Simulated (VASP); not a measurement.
Here is a VASP 6.6.1 calculation.

The input INCAR:

```
SYSTEM = SnO2
PREC = Accurate ; ENCUT = 520
EDIFF = 1E-8 ; ISMEAR = -1
SIGMA = 0.02 ; LREAL = Auto
LASPH = .TRUE. ; NELM = 60
ALGO = Normal ; ISIF = 2
LWAVE = .FALSE. ; LCHARG = .FALSE.
LEFG = .TRUE. ; NBANDS = 122
KPAR = 4
```

File KPOINTS:

```
Automatic mesh
0
G
  3 6 2
  0 0 0
```

Contents of POSCAR:

```
SnO2
1.0
    9.3346760000      0.0000000000      0.0000000000
    0.0000000000      3.2245650000      0.0000000000
    0.0000000000      0.0000000000     11.3535500000
Sn O
8 16
Direct
    0.4126370000      0.7500000000      0.6026990000
    0.0873630000      0.2500000000      0.1026990000
    0.9126370000      0.7500000000      0.8973010000
    0.5873630000      0.2500000000      0.3973010000
    0.5524280000      0.2500000000      0.8830200000
    0.4475720000      0.7500000000      0.1169800000
    0.0524280000      0.2500000000      0.6169800000
    0.9475720000      0.7500000000      0.3830200000
    0.9209900000      0.7500000000      0.5712470000
    0.0790100000      0.2500000000      0.4287530000
    0.4209900000      0.7500000000      0.9287530000
    0.5790100000      0.2500000000      0.0712470000
    0.0335570000      0.7500000000      0.2138890000
    0.9664430000      0.2500000000      0.7861110000
    0.5335570000      0.7500000000      0.2861110000
    0.4664430000      0.2500000000      0.7138890000
    0.6156890000      0.7500000000      0.5130640000
    0.3843110000      0.2500000000      0.4869360000
    0.1156890000      0.7500000000      0.9869360000
    0.8843110000      0.2500000000      0.0130640000
    0.8045540000      0.2500000000      0.3521950000
    0.1954460000      0.7500000000      0.6478050000
    0.6954460000      0.7500000000      0.8521950000
    0.3045540000      0.2500000000      0.1478050000
```

Potentials or basis: VASP PAW LDA potentials, release 64 (Sn_d, O).

Launch:

```bash
$ cat potpaw_LDA.64/Sn_d/POTCAR potpaw_LDA.64/O/POTCAR > POTCAR
$ mpirun -np 4 vasp_std > vasp.out
```

Predict the band gap on the k mesh.

1.09 eV, direct.

What does it give for the largest force?

0.512 eV/Å.

What does it give for the pressure?

-8.6 GPa.

Electric field gradients, principal values (V/Å²):
| atom | least | middle | greatest (by size) |
| --- | --- | --- | --- |
| 1 Sn | 4.565 | 61.519 | -66.084 |
| 2 Sn | 4.565 | 61.519 | -66.084 |
| 3 Sn | 4.565 | 61.519 | -66.084 |
| 4 Sn | 4.565 | 61.519 | -66.084 |
| 5 Sn | 6.858 | 60.885 | -67.743 |
| 6 Sn | 6.858 | 60.885 | -67.743 |
| 7 Sn | 6.858 | 60.885 | -67.743 |
| 8 Sn | 6.858 | 60.885 | -67.743 |
| 9 O | 33.269 | 35.907 | -69.175 |
| 10 O | 33.269 | 35.907 | -69.175 |
| 11 O | 33.269 | 35.907 | -69.175 |
| 12 O | 33.269 | 35.907 | -69.175 |
| 13 O | 53.903 | 62.257 | -116.160 |
| 14 O | 53.903 | 62.257 | -116.160 |
| 15 O | 53.903 | 62.257 | -116.160 |
| 16 O | 53.903 | 62.257 | -116.160 |
| 17 O | 33.081 | 37.482 | -70.563 |
| 18 O | 33.081 | 37.482 | -70.563 |
| 19 O | 33.081 | 37.482 | -70.563 |
| 20 O | 33.081 | 37.482 | -70.563 |
| 21 O | 51.092 | 57.883 | -108.975 |
| 22 O | 51.092 | 57.883 | -108.975 |
| 23 O | 51.092 | 57.883 | -108.975 |
| 24 O | 51.092 | 57.883 | -108.975 |

Caveat: without QUAD_EFG the Cq values of the log hold for a quadrupole moment of 1 mb, not for the nuclei; spin-orbit coupling is left out, which moves the levels of the heavy elements. A hybrid or GW would open this gap; LDA tends to underestimate it.
